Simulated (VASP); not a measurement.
# AlNi (Pm-3m) in VASP: notebook

Runs on AlNi. Level: PBE+D3(BJ). Tasks: single point, relaxation of cell and atoms.

Everything below comes from runs of VASP 6.6.1. Logs are shortened: lines on timing, memory, paths and dates and some standing lists are left out, and cuts for length are marked.

### Step 1. The cell of the first run

The structure is cubic, space group Pm-3m (No. 221). Conventional cell: a = 2.857 Å, b = 2.857 Å, c = 2.857 Å, α = 90.00°, β = 90.00°, γ = 90.00°. Al (site symmetry m-3m) has 8 Ni at 2.47 Å and 6 Al at 2.86 Å within 3.3 Å. Within 3.3 Å of Ni (site symmetry m-3m) lie 8 Al at 2.47 Å and 6 Ni at 2.86 Å.

### Step 2. Single point, PBE+D3(BJ)

Input file INCAR:

```
PREC     = Accurate       # precision mode
ENCUT    = 520            # plane-wave cutoff, eV
EDIFF    = 1E-7           # SCF threshold, eV
ISMEAR   = 0              # smearing method
SIGMA    = 0.1            # smearing width, eV
LREAL    = False          # projectors in reciprocal space
LASPH    = True           # aspherical terms in the spheres
NELM     = 60             # most SCF steps
ALGO     = Normal         # electronic algorithm
ISIF     = 2              # what is computed and relaxed
LWAVE    = False          # write WAVECAR
LCHARG   = False          # write CHGCAR
GGA      = PE             # functional
IVDW     = 12             # dispersion correction
NBANDS   = 14             # bands
```

Input file KPOINTS:

```
regular mesh
0
Gamma
  14 14 14
```

Input file POSCAR:

```
AlNi
1.0
    2.8574230041      0.0000000000      0.0000000000
    0.0000000000      2.8574230041      0.0000000000
    0.0000000000      0.0000000000      2.8574230041
Al Ni
1 1
Direct
    0.0000000000      0.0000000000      0.0000000000
    0.5000000000      0.5000000000      0.5000000000
```

Potentials or basis: VASP PAW PBE potentials, release 64 (Al, Ni).

Run with:

```
cat potpaw_PBE.64/Al/POTCAR potpaw_PBE.64/Ni/POTCAR > POTCAR
mpirun -np 1 vasp_std > vasp.out
```

OUTCAR:

```text
PREC = Accurate
   ENCUT = 520
   EDIFF = 1E-7
   ISMEAR = 0
   LREAL = False
   LASPH = True
   NELM = 60
   ISIF = 2
   GGA = PE
   IVDW = 12
 IVDW          = 12

 ion  position               nearest neighbor table
   1  0.000  0.000  0.000-   2 2.47   2 2.47   2 2.47   2 2.47   2 2.47   2 2.47   2 2.47   2 2.47

   2  0.500  0.500  0.500-   1 2.47   1 2.47   1 2.47   1 2.47   1 2.47   1 2.47   1 2.47   1 2.47

  LATTYP: Found a simple cubic cell.
 ALAT       =     2.8574230041

  Lattice vectors:

 A1 = (   2.8574230041,   0.0000000000,   0.0000000000)
 A2 = (   0.0000000000,   2.8574230041,   0.0000000000)
 A3 = (   0.0000000000,   0.0000000000,   2.8574230041)

Analysis of symmetry for initial positions (statically):
=====================================================================
 Subroutine PRICEL returns:
 Original cell was already a primitive cell.

 Routine SETGRP: Setting up the symmetry group for a
 simple cubic supercell.

 Subroutine GETGRP returns: Found 48 space group operations
 (whereof 48 operations were pure point group operations)
 out of a pool of 48 trial point group operations.

The static configuration has the point symmetry O_h .

Analysis of symmetry for dynamics (positions and initial velocities):
=====================================================================
 Subroutine PRICEL returns:
 Original cell was already a primitive cell.

 Routine SETGRP: Setting up the symmetry group for a
 simple cubic supercell.

 Subroutine GETGRP returns: Found 48 space group operations
 (whereof 48 operations were pure point group operations)
 out of a pool of 48 trial point group operations.

The dynamic configuration has the point symmetry O_h .

 Subroutine INISYM returns: Found 48 space group operations
 (whereof 48 operations are pure point group operations),
 and found     1 'primitive' translations

----------------------------------------------------------------------------------------

                                     Primitive cell

  volume of cell :      23.3305

  direct lattice vectors                    reciprocal lattice vectors
     2.857423004  0.000000000  0.000000000     0.349965685  0.000000000  0.000000000
     0.000000000  2.857423004  0.000000000     0.000000000  0.349965685  0.000000000
     0.000000000  0.000000000  2.857423004     0.000000000  0.000000000  0.349965685

  length of vectors
     2.857423004  2.857423004  2.857423004     0.349965685  0.349965685  0.349965685

  position of ions in fractional coordinates (direct lattice)
     0.000000000  0.000000000  0.000000000
     0.500000000  0.500000000  0.500000000

  ion indices of the primitive-cell ions
   primitive index   ion index
                 1           1
                 2           2

----------------------------------------------------------------------------------------

 KPOINTS: regular mesh

Automatic generation of k-mesh.
 Grid dimensions read from file:
 generate k-points for:   14   14   14

 Generating k-lattice:

  Cartesian coordinates                     Fractional coordinates (reciprocal lattice)
     0.024997549  0.000000000  0.000000000     0.071428571  0.000000000  0.000000000
     0.000000000  0.024997549  0.000000000     0.000000000  0.071428571  0.000000000
     0.000000000  0.000000000  0.024997549     0.000000000  0.000000000  0.071428571

  Length of vectors
     0.024997549  0.024997549  0.024997549

  Shift w.r.t. Gamma in fractional coordinates (k-lattice)
     0.000000000  0.000000000  0.000000000

 Subroutine IBZKPT returns following result:
 ===========================================

 Found    120 irreducible k-points:

 Following reciprocal coordinates:
            Coordinates               Weight
  0.000000  0.000000  0.000000      1.000000
  0.071429  0.000000  0.000000      6.000000
  0.142857  0.000000  0.000000      6.000000
  0.214286  0.000000  0.000000      6.000000
  0.285714  0.000000  0.000000      6.000000
  0.357143  0.000000  0.000000      6.000000
[... 16 lines left out ...]
  0.285714  0.214286  0.000000     24.000000
  0.357143  0.214286  0.000000     24.000000
 [... further k-points ...]
   k-points           NKPTS =    120   k-points in BZ     NKDIM =    120   number of bands    NBANDS=     14
   number of dos      NEDOS =    301   number of ions     NIONS =      2
   total plane-waves  NPLWV =  13824
   dimension x,y,z NGX =    24 NGY =   24 NGZ =   24
   dimension x,y,z NGXF=    48 NGYF=   48 NGZF=   48
   ions per type =               1   1
   NGX,Y,Z   is equivalent  to a cutoff of  13.96, 13.96, 13.96 a.u.
   NGXF,Y,Z  is equivalent  to a cutoff of  27.93, 27.93, 27.93 a.u.
 SYSTEM =  unknown system
   PREC   = accura    normal or accurate (medium, high low for compatibility)
   ISTART =      0    job   : 0-new  1-cont  2-samecut
   ICHARG =      2    charge: 1-file 2-atom 10-const
   ISPIN  =      1    spin polarized calculation?
   LNONCOLLINEAR =      F non collinear calculations
   LSORBIT =      F    spin-orbit coupling
   LASPH  =      T    aspherical Exc in radial PAW
   ENCUT  =  520.0 eV  38.22 Ry    6.18 a.u.   5.31  5.31  5.31*2*pi/ulx,y,z
   NELM   =     60;   NELMIN=  2; NELMDL= -5     # of ELM steps
   EDIFF  = 0.1E-06   stopping-criterion for ELM
   LREAL  =      F    real-space projection
   EDIFFG = 0.1E-05   stopping-criterion for IOM
   NSW    =      0    number of steps for IOM
   IBRION =     -1    ionic relax: 0-MD 1-quasi-New 2-CG
   NFREE  =      0    steps in history (QN), initial steepest desc. (CG)
   ISIF   =      2    stress and relaxation
   ISYM   =      2    0-nonsym 1-usesym 2-fastsym
   POTIM  = 0.5000    time-step for ionic-motion
   TEBEG  =    0.0;   TEEND  =   0.0 temperature during run
   PSTRESS=    0.0 pullay stress
   NELECT =      13.0000    total number of electrons
   NUPDOWN=      -1.0000    fix difference up-down
   EMIN   =  10.00;   EMAX   =-10.00  energy-range for DOS
   EFERMI =   0.00;   METHOD = LEGACY
   ISMEAR =     0;   SIGMA  =   0.10  broadening in eV -4-tet -1-fermi 0-gaus
   EFERMI_NEDOS =   21; number of points for ismear=-14 and -15
   IALGO  =     38    algorithm
   IMIX   =      4    mixing-type and parameters
     AMIX     =   0.40;   BMIX     =  1.00
     AMIX_MAG =   1.60;   BMIX_MAG =  1.00
  volume/ion in A,a.u.               =      11.67        78.72
  Fermi-wavevector in a.u.,A,eV,Ry     =   1.347146  2.545737 24.691894  1.814803
  Thomas-Fermi vector in A             =   2.474921
   LORBIT       =      0    0 simple, 1 ext, 2 COOP (PROOUT), +10 PAW based schemes
   GGA     = PE    functional components
   LHFCALC =     F    Hartree Fock is set to
   AEXX    =    0.0000 exact exchange contribution
   IVDW    =    12    specifies the selected vdW correction
   LEPSILON=     F    determine dielectric tensor
   LRPA    =     F    only Hartree local field effects (RPA)
 non-spin polarized calculation
 Gauss-broadening in eV      SIGMA  =   0.10
  energy-cutoff  :      520.00
  volume of cell :       23.33
 maximum number of plane-waves:       651
 NGX is ok and might be reduce to    24
   NGX = 11   NGY = 11   NGZ = 11

 number of electron      13.0000008 magnetization

 Free energy of the ion-electron system (eV)
  ---------------------------------------------------
  ext. energy  EPLUGINS =         0.00000000
  ---------------------------------------------------
  free energy    TOTEN  =       -10.52224502 eV

  energy without entropy =      -10.51717664  energy(sigma->0) =      -10.51971083

 E-fermi :  10.3245     XC(G=0): -12.1672

 val. band max:       10.3169802499   @ k =   0.3571   0.2143   0.0714
 cond. band min:      10.3261432070   @ k =   0.3571   0.1429   0.1429
 fundamental gap:      0.0091629571
 Fermi energy:        10.3245171034

 k-point     1 :       0.0000    0.0000    0.0000
  band No.  band energies     occupation
      1      -0.9638      2.00000
      2       7.0095      2.00000
      3       7.0095      2.00000
      4       8.7630      2.00000
      5       8.7630      2.00000
      6       8.7630      2.00000
      7      15.9610      0.00000
      8      15.9610      0.00000
      9      15.9610      0.00000
     10      18.5604      0.00000
     11      18.5604      0.00000
     12      24.5452      0.00000
     13      31.5723      0.00000
     14      31.5723      0.00000

 k-point     2 :       0.0714    0.0000    0.0000
  band No.  band energies     occupation
      1      -0.8682      2.00000
      2       7.0029      2.00000
      3       7.0325      2.00000
      4       8.7208      2.00000
      5       8.7208      2.00000
      6       8.7675      2.00000
      7      14.9627      0.00000
      8      16.0875      0.00000
      9      16.0875      0.00000
     10      18.5643      0.00000
     11      19.4680      0.00000
     12      24.8739      0.00000
     13      30.4925      0.00000
     14      30.4925      0.00000

 k-point     3 :       0.1429    0.0000    0.0000
  band No.  band energies     occupation
      1      -0.5826      2.00000
      2       6.9586      2.00000
      3       7.0975      2.00000
      4       8.6070      2.00000
      5       8.6070      2.00000
      6       8.7801      2.00000
      7      13.3419      0.00000
      8      16.4548      0.00000
      9      16.4548      0.00000
     10      18.5756      0.00000
     11      20.7722      0.00000
     12      25.9183      0.00000
     13      28.7383      0.00000
     14      28.7383      0.00000

 k-point     4 :       0.2143    0.0000    0.0000
  band No.  band energies     occupation
      1      -0.1116      2.00000
      2       6.7940      2.00000
      3       7.1937      2.00000
      4       8.4524      2.00000
      5       8.4524      2.00000
      6       8.7984      2.00000
      7      11.8384      0.00000
      8      17.0338      0.00000
      9      17.0338      0.00000
     10      18.5934      0.00000
     11      21.8021      0.00000
     12      26.9823      0.00000
     13      26.9823      0.00000
     14      27.6533      0.00000

 k-point     5 :       0.2857    0.0000    0.0000
  band No.  band energies     occupation
      1       0.5371      2.00000
      2       6.3632      2.00000
      3       7.3036      2.00000
      4       8.2925      2.00000
      5       8.2925      2.00000
      6       8.8188      2.00000
      7      10.6997      0.00000
      8      17.7911      0.00000
      9      17.7911      0.00000
     10      18.6157      0.00000
     11      22.6408      0.00000
[... 276 lines left out ...]
 k-point    22 :       0.2143    0.2143    0.0000
  band No.  band energies     occupation
      1       0.7154      2.00000
      2       7.0423      2.00000
      3       7.0729      2.00000
      4       8.0999      2.00000
      5       8.4603      2.00000
      6       8.5497      2.00000
      7      11.9871      0.00000
      8      13.3433      0.00000
      9      18.0601      0.00000
     10      19.8937      0.00000
     11      22.8474      0.00000
     12      25.2273      0.00000
     13      27.3439      0.00000
     14      27.7241      0.00000

 k-point    23 :       0.2857    0.2143    0.0000
  band No.  band energies     occupation
      1       1.3413      2.00000
      2       6.6853      2.00000
      3       7.2313      2.00000
      4       8.0064      2.00000
      5       8.3419      2.00000
      6       8.5445      2.00000
      7      11.0709      0.00000
      8      13.5418      0.00000
      9      18.7893      0.00000
     10      19.3554      0.00000
     11      22.1295      0.00000
     12      25.9022      0.00000
     13      26.4183      0.00000
     14      27.9733      0.00000

 k-point    24 :       0.3571    0.2143    0.0000
  band No.  band energies     occupation
      1       2.1207      2.00000
      2       6.0101      2.00000
      3       7.4066      2.00000
      4       7.9598      2.00000
      5       8.2173      2.00000
      6       8.5651      2.00000
      7      10.2523      1.69273
      8      14.1781      0.00000
      9      18.2884      0.00000
     10      19.6671      0.00000
     11      22.0934      0.00000
     12      24.4239      0.00000
     13      26.6907      0.00000
     14      28.2266      0.00000

 [... further k-points ...]

------------------------ aborting loop because EDIFF is reached ----------------------------------------

 Edisp (eV)   -0.90879

 E8    (eV) :    -0.4007

  FORCE on cell =-STRESS in cart. coord.  units (eV):
  Direction    XX          YY          ZZ          XY          YZ          ZX
  --------------------------------------------------------------------------------------
  -------------------------------------------------------------------------------------
  Total      -0.00683    -0.00683    -0.00683     0.00000     0.00000    -0.00000
  in kB      -0.46925    -0.46925    -0.46925     0.00000     0.00000    -0.00000
  external pressure =       -0.47 kB  Pullay stress =        0.00 kB

 VOLUME and BASIS-vectors are now :
 -----------------------------------------------------------------------------
  energy-cutoff  :      520.00
  volume of cell :       23.33
      direct lattice vectors                 reciprocal lattice vectors
     2.857423004  0.000000000  0.000000000     0.349965685  0.000000000  0.000000000
     0.000000000  2.857423004  0.000000000     0.000000000  0.349965685  0.000000000
     0.000000000  0.000000000  2.857423004     0.000000000  0.000000000  0.349965685

 POSITION                                       TOTAL-FORCE (eV/Angst)
 -----------------------------------------------------------------------------------
      0.00000      0.00000      0.00000         0.000000      0.000000      0.000000
      1.42871      1.42871      1.42871         0.000000      0.000000      0.000000
 -----------------------------------------------------------------------------------
    total drift:                                0.000000      0.000000     -0.000000

  FREE ENERGIE OF THE ION-ELECTRON SYSTEM (eV)
  ---------------------------------------------------
  free  energy   TOTEN  =       -11.4310370441 eV

  energy  without entropy=      -11.4259686640  energy(sigma->0) =      -11.42850285
```

It took 25 s on 1 thread of Intel Xeon Platinum 8375C at 2.90GHz (Ice Lake), shared host; peak memory 0.17 GiB.

Results:

```
Free energy                : -11.4310 eV
Pressure                   : 0.0 GPa
Dispersion energy per atom : -0.454 eV
```

Caveat: pairwise dispersion overbinds metals, which lowers pressure and volume. Spin polarisation is off, so any magnetic state and its effect on volume and gap are missing.

(Part 1 of 2 ends here.)
